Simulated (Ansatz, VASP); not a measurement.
**P in VASP and in Ansatz**

POSCAR

```
P
1.0
    3.3418328088      0.1321955866     -0.1750002153
    1.4004479999     35.4743744779     -0.1292575223
   -0.2465665073     -0.0171910062      4.8111337957
P
4
Direct
   -0.0732497519      0.9636691547      0.5875147435
    0.0775701847      0.0279383626      0.3950370295
    0.4661905297      0.0331923367      0.0466218125
    0.5294890375      0.9752001459      0.9708264146
```

The input INCAR.step1:

```
SYSTEM = P
ALGO = Normal
EDIFF = 1E-4
ENCUT = 520
GGA = PE
ISMEAR = 0
LASPH = .True.
LCHARG = .False.
LREAL = .False.
LWAVE = .True.
NBANDS = 18
NELM = 60
PREC = Accurate
SIGMA = 0.05
```

The input INCAR.step2:

```
SYSTEM = P
ALGO = Normal
EDIFF = 1E-6
ENCUT = 520
ISIF = 2
ISMEAR = 0
ISTART = 1
LASPH = .True.
LCHARG = .False.
LMIXTAU = .True.
LREAL = .False.
LWAVE = .False.
METAGGA = R2SCAN
NBANDS = 18
NELM = 60
PREC = Accurate
SIGMA = 0.05
```

File KPOINTS:

```
k-points
0
Gamma
  8 1 6
  0 0 0
```

Input for Ansatz:

```yaml
crystal:
  lattice:
    - [3.3418328088, 0.1321955866, -0.1750002153]
    - [1.4004479999, 35.4743744779, -0.1292575223]
    - [-0.2465665073, -0.0171910062, 4.8111337957]
  atoms:
    - { symbol: P, position: [-0.0732497519, 0.9636691547, 0.5875147435] }
    - { symbol: P, position: [0.0775701847, 0.0279383626, 0.3950370295] }
    - { symbol: P, position: [0.4661905297, 0.0331923367, 0.0466218125] }
    - { symbol: P, position: [0.5294890375, 0.9752001459, 0.9708264146] }
basis:
  ecutwfc: 500
kpoints:
  mp_grid: { grid: [8, 1, 6] }
hamiltonian:
  xc: r2scan
scf:
  occupations: { method: gaussian, width: 0.05 }
output:
  forces: true
  stress: true
  eigenvalues: true
```

Change from the starting cell: all atoms moved at random (sigma 0.15 Å a component), cell strained at random (sigma 0.05).

Alike in both runs: task single point; functional r2SCAN; k mesh 8 × 1 × 6; occupations gaussian, width 0.05 eV; no spin polarisation.

|  | VASP | Ansatz |
| --- | --- | --- |
| version | VASP 6.6.1 | Ansatz 0.2.0 |
| potentials or method | VASP PAW PBE potentials, release 64 (P), cutoff 520 eV | scalar-relativistic, plane waves, PAW |
| valence electrons in the cell | 20 | 20 |

Ansatz gave:

- gap on the k mesh at the Fermi level (eV): none
- rms of the force components (eV/Å): 1.520

Q: Which values does VASP return?

A: gap on the k mesh at the Fermi level (eV): none; rms of the force components (eV/Å): 1.510.

VASP's potentials were made for PBE, not for r2SCAN. Atom by atom the forces differ by 0.059 eV/Å (rms over components). A gap of «none» marks a metal or a gap that the smearing closes. With one functional, cell and mesh, what is left measures potentials, basis and numerics.
